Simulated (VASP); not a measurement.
Wanted: the native input for a VASP 6.6.1 run.

```
Task                   : electric field gradients
Functional             : LDA
Potentials or basis    : VASP PAW LDA potentials, release 64 (La)
Cutoff                 : 520 eV
k mesh                 : 11 × 11 × 6
Occupations            : fermi-dirac, width 0.05 eV
Spin                   : no spin polarisation
Dipole correction      : no
Further INCAR settings : ALGO = Normal; EDIFF = 1e-08; NBANDS = 18
```

The structure of La lies in POSCAR:

```
La
1.0
    3.7748372251      0.0000000000      0.0000000000
   -1.8874186125      3.2691049321      0.0000000000
    0.0000000000      0.0000000000      6.1101998470
La
2
Direct
    0.3333333333      0.6666666667      0.2500000000
    0.6666666667      0.3333333333      0.7500000000
```

One way to write it, as run:

INCAR

```
PREC = Accurate ; ENCUT = 520
EDIFF = 1E-8 ; ISMEAR = -1
SIGMA = 0.05 ; LREAL = F
LASPH = T ; NELM = 80
ALGO = Normal ; ISIF = 2
LWAVE = F ; LCHARG = F
GGA = CA ; LEFG = T
NBANDS = 18
```

KPOINTS

```
regular mesh
0
Gamma
  11 11 6
```

Potentials or basis: VASP PAW LDA potentials, release 64 (La).

Launch:

```sh
$ cat potpaw_LDA.64/La/POTCAR > POTCAR
$ mpirun -np 1 vasp_std > vasp.out
```

Results of the run:

```
Pressure                                : -3.5 GPa
Band gap on the k mesh                  : zero (bands 11 and 12 overlap by 1.35 eV)
Largest electric field gradient by atom : La +9.8 V/Å²
```

Caveat: the cell stands under tension; without QUAD_EFG the Cq values of the log hold for a quadrupole moment of 1 mb, not for the nuclei; spin-orbit coupling is left out, which moves the levels of the heavy elements.

Wall time 62 s on 1 thread of Intel(R) Xeon(R) Platinum 8488C (Sapphire Rapids), on a shared host, peak memory 0.22 GiB.
